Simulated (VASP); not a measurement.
# WC (P-6m2) in VASP: notebook, part 2 of 2

VASP 6.6.1. Earlier steps stand in the parts before.

### 4 Single point, PBEsol (zz strain of -2 %)

The input, INCAR:

```
SYSTEM = WC
  PREC = Accurate
  ENCUT = 520
  EDIFF = 1E-6
  ISMEAR = -1
  SIGMA = 0.05
  LREAL = .False.
  LASPH = .True.
  NELM = 100
  ALGO = Normal
  ISIF = 2
  LWAVE = .False.
  LCHARG = .True.
  GGA = PS
  LELF = .True.
  LVHAR = .True.
  NBANDS = 16
```

The input, KPOINTS:

```
Automatic mesh
0
Gamma
  13 13 12
  0 0 0
```

The input, POSCAR:

```
WC
1.0
    2.9005014360      0.0000000000      0.0000000000
   -1.4502507180      2.5119079273      0.0000000000
    0.0000000000      0.0000000000      2.7724200000
W C
1 1
Direct
    0.0000000000      0.0000000000      0.0000000000
    0.6666666667      0.3333333333      0.5000000000
```

Launch:

```console
$ cat potpaw_PBE.64/W_sv/POTCAR potpaw_PBE.64/C/POTCAR > POTCAR
$ mpirun -np 1 vasp_std > vasp.out
```

It took 25 s on 1 thread of Intel Xeon Platinum 8259CL at 2.50GHz (Skylake/Cascade Lake), shared host; peak memory 0.17 GiB.

It converged, with:

```
Free energy            : -23.8736 eV
Pressure               : 10.2 GPa
Band gap on the k mesh : zero (band 9 reaches 11.99 eV, above the bottom of band 10 at 10.71 eV)
```

Stress tensor (GPa, compression positive):
```
 4.43  0.00  0.00
 0.00  4.43  0.00
 0.00  0.00 21.69
```

Levels at points of the mesh, in eV from the Fermi level:
```tsv
k point	band 6	band 7	band 8	band 9	band 10	band 11	band 12	band 13
(0.00, 0.00, 0.00)	-4.48	-3.61	-3.61	0.32	3.39	3.39	5.88	5.88
(0.00, 0.00, 0.50)	-8.83	-2.30	-2.30	-0.63	-0.63	4.18	4.47	4.47
```

Caveat: the cell differs from its parent crystal (zz strain of -2 %); the PAW data sets were made with another functional, which shifts forces and pressure a little; spin-orbit coupling is left out, which moves the levels of the heavy elements.

### 5 Single point, PBEsol (zz strain of +1 %)

The input, INCAR:

```
  ALGO = Normal
  EDIFF = 1E-6
  ENCUT = 520
  GGA = PS
  ISIF = 2
  ISMEAR = -1
  LASPH = T
  LCHARG = F
  LREAL = F
  LWAVE = F
  NBANDS = 16
  NELM = 60
  PREC = Accurate
  SIGMA = 0.05
```

The input, KPOINTS:

```
k-points
0
Gamma
  13 13 12
```

Changes to POSCAR since step 4:

```diff
@@ -4,3 +4,3 @@
    -1.4502507180      2.5119079273      0.0000000000
-    0.0000000000      0.0000000000      2.7724200000
+    0.0000000000      0.0000000000      2.8572900000
 W C
```

Launch:

```console
$ cat potpaw_PBE.64/W_sv/POTCAR potpaw_PBE.64/C/POTCAR > POTCAR
$ mpirun -np 1 vasp_std > vasp.out
```

It took 24 s on 1 thread of Intel Xeon Platinum 8259CL at 2.50GHz (Skylake/Cascade Lake), shared host; peak memory 0.18 GiB.

Results (log left out):

```yaml
Free_energy: -23.8961 eV
Pressure: -3.9 GPa
Band_gap_on_the_k_mesh: zero (band 9 reaches 11.54 eV, above the bottom of band 10 at 10.29 eV)
```

Stress tensor (GPa, compression positive):
```
-1.33  0.00  0.00
 0.00 -1.33  0.00
 0.00  0.00 -9.11
```

Levels at points of the mesh, in eV from the Fermi level:
```csv
k point,band 6,band 7,band 8,band 9,band 10,band 11,band 12,band 13
"(0.00, 0.00, 0.00)",-4.33,-3.26,-3.26,0.02,3.19,3.19,5.59,5.59
"(0.00, 0.00, 0.50)",-8.68,-1.91,-1.91,-0.61,-0.61,3.50,4.56,4.56
```

Caveat: the cell differs from its parent crystal (zz strain of +1 %); the PAW data sets were made with another functional, which shifts forces and pressure a little; spin-orbit coupling is left out, which moves the levels of the heavy elements.

### 6 Single point, PBEsol (zz strain of +3 %)

The input, INCAR:

```
SYSTEM = WC
PREC = Accurate
ENCUT = 520
EDIFF = 1E-7
ISMEAR = -1
SIGMA = 0.05
LREAL = .False.
LASPH = .True.
NELM = 60
ALGO = Normal
ISIF = 2
LWAVE = .False.
LCHARG = .True.
GGA = PS
LELF = .True.
LVHAR = .True.
NBANDS = 16
```

The input, KPOINTS:

```
regular mesh
0
Gamma
  13 13 12
  0 0 0
```

Changes to POSCAR since step 5:

```diff
@@ -4,3 +4,3 @@
    -1.4502507180      2.5119079273      0.0000000000
-    0.0000000000      0.0000000000      2.8572900000
+    0.0000000000      0.0000000000      2.9138700000
 W C
```

Potentials or basis: VASP PAW PBE potentials, release 64 (W_sv, C).

Launch:

```console
$ cat potpaw_PBE.64/W_sv/POTCAR potpaw_PBE.64/C/POTCAR > POTCAR
$ mpirun -np 1 vasp_std > vasp.out
```

OUTCAR:

```text
SYSTEM = WC
   PREC = Accurate
   ENCUT = 520
   EDIFF = 1E-7
   ISMEAR = -1
   LREAL = .False.
   LASPH = .True.
   NELM = 60
   ISIF = 2
   GGA = PS

 ion  position               nearest neighbor table
   1  0.000  0.000  0.000-   2 2.22   2 2.22   2 2.22   2 2.22   2 2.22   2 2.22
   2  0.667  0.333  0.500-   1 2.22   1 2.22   1 2.22   1 2.22   1 2.22   1 2.22

  LATTYP: Found a hexagonal cell.
 ALAT       =     2.9005014360
 C/A-ratio  =     1.0046090527

  Lattice vectors:

 A1 = (   2.9005014360,   0.0000000000,   0.0000000000)
 A2 = (  -1.4502507180,   2.5119079273,   0.0000000000)
 A3 = (   0.0000000000,   0.0000000000,   2.9138700000)

Analysis of symmetry for initial positions (statically):
=====================================================================
 Subroutine PRICEL returns:
 Original cell was already a primitive cell.

 Routine SETGRP: Setting up the symmetry group for a
 hexagonal supercell.

 Subroutine GETGRP returns: Found 12 space group operations
 (whereof 12 operations were pure point group operations)
 out of a pool of 24 trial point group operations.

The static configuration has the point symmetry D_3h.

[... 159 lines left out ...]

 E-fermi :  10.6166     XC(G=0): -13.8094

 val. band max:       10.6158373456   @ k =   0.0769   0.0769   0.5000
 cond. band min:      10.6333913201   @ k =   0.0769   0.0769   0.4167
 fundamental gap:      0.0175539745
 Fermi energy:        10.6166216475

 k-point     1 :       0.0000    0.0000    0.0000
  band No.  band energies     occupation
      1     -63.3859      2.00000
      2     -27.4294      2.00000
      3     -27.2353      2.00000
      4     -27.2353      2.00000
      5      -3.6319      2.00000
      6       6.3511      2.00000
[... 433 lines left out ...]
      3     -27.4147      2.00000
      4     -27.2740      2.00000
      5      -2.8901      2.00000
      6       6.3083      2.00000
[... 8 lines left out ...]
     15      23.9761      0.00000
     16      28.4541      0.00000

 [... further k-points ...]

------------------------ aborting loop because EDIFF is reached ----------------------------------------

  FORCE on cell =-STRESS in cart. coord.  units (eV):
  Direction    XX          YY          ZZ          XY          YZ          ZX
  --------------------------------------------------------------------------------------
  -------------------------------------------------------------------------------------
  Total       -0.6078642     -0.6078642     -3.4846208      0.0000000     -0.0000000      0.0000000
  in kB      -45.8743797    -45.8743797   -262.9778278      0.0000000     -0.0000000      0.0000000
  external PRESSURE =    -118.2421957 kB  Pullay stress =       0.0000000 kB

 VOLUME and BASIS-vectors are now :
 -----------------------------------------------------------------------------
  energy-cutoff  :      520.00
  volume of cell :       21.23
      direct lattice vectors                 reciprocal lattice vectors
     2.900501436  0.000000000  0.000000000     0.344767973  0.199051882  0.000000000
    -1.450250718  2.511907927  0.000000000     0.000000000  0.398103764  0.000000000
     0.000000000  0.000000000  2.913870000     0.000000000  0.000000000  0.343186209

 POSITION                                       TOTAL-FORCE (eV/Angst)
 -----------------------------------------------------------------------------------
      0.00000      0.00000      0.00000        -0.000000      0.000000      0.000000
      1.45025      0.83730      1.45694         0.000000     -0.000000      0.000000
 -----------------------------------------------------------------------------------
    total drift:                               -0.000000      0.000000      0.000000

  FREE ENERGIE OF THE ION-ELECTRON SYSTEM (eV)
  ---------------------------------------------------
  free  energy   TOTEN  =       -23.8503847922 eV

  energy  without entropy=      -23.8477404213  energy(sigma->0) =      -23.84906261
```

OSZICAR:

```text
N       E                     dE             d eps       ncg     rms          rms(c)
DAV:   1     0.108531097760E+03    0.10853E+03   -0.94250E+03  4704   0.125E+03
DAV:   2    -0.235783292535E+02   -0.13211E+03   -0.12794E+03  5632   0.337E+02
DAV:   3    -0.267282467520E+02   -0.31499E+01   -0.31395E+01  5232   0.493E+01
DAV:   4    -0.267448466183E+02   -0.16600E-01   -0.16599E-01  6128   0.405E+00
DAV:   5    -0.267449722462E+02   -0.12563E-03   -0.12563E-03  5248   0.333E-01    0.314E+01
DAV:   6    -0.239763402157E+02    0.27686E+01   -0.54750E+00  5856   0.250E+01    0.836E+00
DAV:   7    -0.238871950180E+02    0.89145E-01   -0.42977E-01  5112   0.503E+00    0.606E+00
DAV:   8    -0.238511708548E+02    0.36024E-01   -0.77377E-02  5304   0.240E+00    0.791E-01
DAV:   9    -0.238505921277E+02    0.57873E-03   -0.21446E-03  5080   0.448E-01    0.127E-01
DAV:  10    -0.238503842633E+02    0.20786E-03   -0.27923E-04  6104   0.198E-01    0.193E-02
DAV:  11    -0.238503848241E+02   -0.56081E-06   -0.92220E-06  5000   0.314E-02    0.104E-02
DAV:  12    -0.238503847922E+02    0.31893E-07   -0.49911E-07  5960   0.673E-03
   1 F= -.23850385E+02 E0= -.23849063E+02  d E =-.264437E-02
```

Wall time 24 s (1 thread of Intel Xeon Platinum 8259CL at 2.50GHz (Skylake/Cascade Lake), shared host); peak memory 0.17 GiB.

What came out:

* Free energy: -23.8504 eV
* Pressure: -11.8 GPa
* Band gap on the k mesh: zero (band 9 reaches 11.32 eV, above the bottom of band 10 at 10.01 eV)

Stress tensor (GPa, compression positive):
```
 -4.59   0.00   0.00
  0.00  -4.59   0.00
  0.00   0.00 -26.30
```

Caveat: the cell differs from its parent crystal (zz strain of +3 %); the PAW data sets were made with another functional, which shifts forces and pressure a little; spin-orbit coupling is left out, which moves the levels of the heavy elements.

### 7 Overview

```tsv
cell	gap on the mesh (eV)	pressure (GPa)
a = 2.929, b = 2.929, c = 2.857 Å, angles 90.0, 90.0, 120.0°, 2 atoms	none	-11.0
a = 2.957, b = 2.957, c = 2.884 Å, angles 90.0, 90.0, 120.0°, 2 atoms	none	-20.8
a = 2.901, b = 2.901, c = 2.772 Å, angles 90.0, 90.0, 120.0°, 2 atoms	none	10.2
a = 2.901, b = 2.901, c = 2.857 Å, angles 90.0, 90.0, 120.0°, 2 atoms	none	-3.9
a = 2.901, b = 2.901, c = 2.914 Å, angles 90.0, 90.0, 120.0°, 2 atoms	none	-11.8
```

Alike in all rows: task single point; level PBEsol; potentials or basis VASP PAW PBE potentials, release 64 (W_sv, C); no spin polarisation; k mesh 13 × 13 × 12; cutoff (eV) 520; smearing fermi-dirac 0.05 eV.

Caveats: the PAW data sets were made with another functional, which shifts forces and pressure a little; spin-orbit coupling is left out, which moves the levels of the heavy elements.

Total energies depend on the potentials used, so only differences within one code and one set of settings carry meaning.
